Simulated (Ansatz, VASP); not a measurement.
# One calculation of HfAl2N3, two programs

INCAR

```
PREC = Accurate
ENCUT = 600
EDIFF = 1E-7
ISMEAR = 0
SIGMA = 0.1
LREAL = False
LASPH = True
NELM = 120
ALGO = Normal
ISIF = 3
LWAVE = False
LCHARG = False
GGA = PE
IBRION = 2
NSW = 100
EDIFFG = -0.01
GGA_COMPAT = False
NELMIN = 4
```

File KPOINTS:

```
regular mesh
0
Gamma
  12 12 4
```

Contents of POSCAR:

```
HfAl2N3
1.0
    2.9661588530      0.0000000000      0.0000000000
   -1.4830794265      2.5687689183      0.0000000000
    0.0000000000      0.0000000000     15.7711754508
Hf Al N
2 4 6
Direct
    0.6666666667      0.3333333333      0.2500000000
    0.3333333333      0.6666666667      0.7500000000
    0.6666666667      0.3333333333      0.5802897662
    0.6666666667      0.3333333333      0.9197102338
    0.3333333333      0.6666666667      0.0802897662
    0.3333333333      0.6666666667      0.4197102338
    0.0000000000      0.0000000000      0.0000000000
    0.0000000000      0.0000000000      0.3413425009
    0.0000000000      0.0000000000      0.6586574991
    0.0000000000      0.0000000000      0.1586574991
    0.0000000000      0.0000000000      0.5000000000
    0.0000000000      0.0000000000      0.8413425009
```

Input for Ansatz:

```yaml
crystal:
  lattice:
    - [2.966158853, 0.0, 0.0]
    - [-1.4830794265, 2.5687689183, 0.0]
    - [0.0, 0.0, 15.7711754508]
  atoms:
    - { symbol: Hf, position: [0.6666666667, 0.3333333333, 0.25] }
    - { symbol: Hf, position: [0.3333333333, 0.6666666667, 0.75] }
    - { symbol: Al, position: [0.6666666667, 0.3333333333, 0.5802897662] }
    - { symbol: Al, position: [0.6666666667, 0.3333333333, 0.9197102338] }
    - { symbol: Al, position: [0.3333333333, 0.6666666667, 0.0802897662] }
    - { symbol: Al, position: [0.3333333333, 0.6666666667, 0.4197102338] }
    - { symbol: "N", position: [0.0, 0.0, 0.0] }
    - { symbol: "N", position: [0.0, 0.0, 0.3413425009] }
    - { symbol: "N", position: [0.0, 0.0, 0.6586574991] }
    - { symbol: "N", position: [0.0, 0.0, 0.1586574991] }
    - { symbol: "N", position: [0.0, 0.0, 0.5] }
    - { symbol: "N", position: [0.0, 0.0, 0.8413425009] }
basis:
  ecutwfc: 420
kpoints:
  mp_grid: { grid: [12, 12, 4] }
hamiltonian:
  xc: pbe
scf:
  occupations: { method: gaussian, width: 0.1 }
output:
  forces: true
  stress: true
  eigenvalues: true
  write_density: true
  write_potential: true
  elf: true
  volumetric_format: npy
relax:
  adjacent_minimum: "off"
  f_tol: 0.01
  max_steps: 80
  cell: { stress_tol: 0.05 }
```

Alike in both runs: task relaxation of cell and atoms; functional PBE; k mesh 12 × 12 × 4; occupations gaussian, width 0.1 eV; no spin polarisation.

|  | VASP | Ansatz |
| --- | --- | --- |
| version | VASP 6.6.1 | Ansatz 0.2.0 |
| potentials or method | VASP PAW PBE potentials, release 64 (Hf_pv, Al, N), cutoff 600 eV | scalar-relativistic, plane waves, PAW |
| valence electrons in the cell | 62 | 94 |

```tsv
	VASP	Ansatz	Ansatz less VASP
gap on the k mesh at the Fermi level, each at its own relaxed structure (eV)	none	none	-
relaxed volume (Å³/atom)	9.97	10.01	+0.045
relaxed cell length with the largest relative difference (Å)	15.751	15.778	+0.0278
```

A gap of «none» marks a metal or a gap that the smearing closes. VASP's potentials hold 62 valence electrons a cell and Ansatz's 94, so a difference there can come from the potentials and not from the codes.

Spin-orbit coupling is off throughout.
